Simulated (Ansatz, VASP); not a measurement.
BeS in VASP and in Ansatz

```xyz
2
Lattice="0.0000 2.5664 2.4854 2.4854 0.0000 2.4854 2.4854 2.5664 0.0000" Properties=species:S:1:pos:R:3 pbc="T T T"
Be    0.0000    0.0000    0.0000
S     3.7281    3.8496    3.7281
```

Alike in both runs: task single point; functional PBEsol; k mesh 10 × 10 × 10; occupations gaussian, width 0.05 eV; no spin polarisation.

|  | VASP | Ansatz |
| --- | --- | --- |
| version | VASP 6.6.1 | Ansatz 0.2.0 |
| potentials or method | VASP PAW PBE potentials, release 64 (Be, S), cutoff 520 eV | scalar-relativistic, plane waves, PAW |
| valence electrons in the cell | 8 | 8 |

```tsv
	VASP	Ansatz	Ansatz less VASP
gap on the k mesh at the Fermi level (eV)	3.02	3.01	-0.003
least direct gap on the mesh (eV)	4.80	4.80	-0.001
pressure (GPa)	-8.8	-8.9	-0.12
traceless stress, the component that is largest in VASP (GPa)	-1.98	-1.98	-0.009
```

VASP's potentials were made for PBE, not for PBEsol.
